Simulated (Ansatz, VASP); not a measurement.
# BAs: VASP beside Ansatz

INCAR

```
SYSTEM = BAs
  PREC = Accurate
  ENCUT = 500
  EDIFF = 1E-6
  ISMEAR = 0
  SIGMA = 0.1
  LREAL = .False.
  LASPH = .True.
  NELM = 120
  ALGO = Normal
  ISIF = 2
  LWAVE = .False.
  LCHARG = .False.
  GGA = PE
  IVDW = 12
  NBANDS = 11
  GGA_COMPAT = .False.
```

File KPOINTS:

```
regular mesh
0
Gamma
  6 6 6
  0 0 0
```

The input POSCAR:

```
BAs
1.0
    0.0000000000      2.3850000000      2.3850000000
    2.3850000000      0.0000000000      2.3850000000
    2.3850000000      2.3850000000      0.0000000000
B As
1 1
Direct
    0.0000000000      0.0000000000      0.0000000000
    0.2500000000      0.2500000000      0.2500000000
```

Input for Ansatz:

```yaml
crystal:
  lattice:
    - [0.0, 2.385, 2.385]
    - [2.385, 0.0, 2.385]
    - [2.385, 2.385, 0.0]
  atoms:
    - { symbol: B, position: [0.0, 0.0, 0.0] }
    - { symbol: As, position: [0.25, 0.25, 0.25] }
basis:
  ecutwfc: 420
kpoints:
  mp_grid: { grid: [6, 6, 6] }
hamiltonian:
  xc: pbe
  dispersion: d3bj
  pseudopotentials: { kind: paw, azcp: { folder: soft_1 } }
scf:
  occupations: { method: gaussian, width: 0.1 }
output:
  forces: true
  stress: true
  eigenvalues: true
```

Alike in both runs: task single point; functional PBE; dispersion D3(BJ); k mesh 6 × 6 × 6; occupations gaussian, width 0.1 eV; no spin polarisation.

```csv
,VASP,Ansatz
version,VASP 6.6.1,Ansatz 0.2.0
potentials or method,"VASP PAW PBE potentials, release 64 (B, As), cutoff 500 eV","scalar-relativistic, plane waves, PAW"
valence electrons in the cell,8,18
```

|  | VASP | Ansatz | Ansatz less VASP |
| --- | --- | --- | --- |
| gap on the k mesh at the Fermi level (eV) | 1.27 | 1.28 | +0.008 |
| least direct gap on the mesh (eV) | 3.28 | 3.28 | +0.003 |
| pressure (GPa) | 0.2 | -0.5 | -0.67 |

VASP's potentials hold 8 valence electrons a cell and Ansatz's 18, so a difference there can come from the potentials and not from the codes.
